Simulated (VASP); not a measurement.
Here is a VASP 6.6.1 calculation.

POSCAR

```
PbSe
1.0
    5.2253626070      0.0000000000      0.0000000000
   -2.6126813035      4.5252967616      0.0000000000
    0.0000000000      0.0000000000      6.2748055526
Pb Se
2 2
Direct
    0.3333333333      0.6666666667      0.2500000000
    0.6666666667      0.3333333333      0.7500000000
    0.6666666667      0.3333333333      0.2500000000
    0.3333333333      0.6666666667      0.7500000000
```

Contents of INCAR.step1:

```
SYSTEM = PbSe
  ALGO = Normal
  EDIFF = 1E-4
  ENCUT = 520
  GGA = PE
  ISMEAR = 0
  LASPH = .True.
  LCHARG = .False.
  LREAL = .False.
  LWAVE = .True.
  NBANDS = 28
  NELM = 60
  PREC = Accurate
  SIGMA = 0.01
```

INCAR.step2

```
SYSTEM = PbSe
  ALGO = Normal
  EDIFF = 1E-6
  ENCUT = 520
  ISIF = 2
  ISMEAR = 0
  ISTART = 1
  LASPH = .True.
  LCHARG = .True.
  LELF = .True.
  LMIXTAU = .True.
  LREAL = .False.
  LVHAR = .True.
  LWAVE = .False.
  METAGGA = R2SCAN
  NBANDS = 28
  NELM = 60
  PREC = Accurate
  SIGMA = 0.01
```

The input KPOINTS:

```
k-points
0
Gamma
  6 6 4
  0 0 0
```

Potentials or basis: VASP PAW PBE potentials, release 64 (Pb_d, Se).

Run with:

```sh
$ cat potpaw_PBE.64/Pb_d/POTCAR potpaw_PBE.64/Se/POTCAR > POTCAR
$ cp INCAR.step1 INCAR
$ mpirun -np 1 vasp_std > vasp.out
$ cp INCAR.step2 INCAR
$ mpirun -np 1 vasp_std > vasp.out
```

Q: What does it give for the band gap on the k mesh?

A: 1.52 eV, direct.

Q: Predict the pressure.

A: -1.1 GPa.

Stress tensor (GPa, compression positive):
```
-1.07  0.00  0.00
 0.00 -1.07  0.00
 0.00  0.00 -1.18
```

Caveat: the PAW data sets were made with another functional, which shifts forces and pressure a little; spin-orbit coupling is left out, which moves the levels of the heavy elements. A k mesh can miss the band edges.
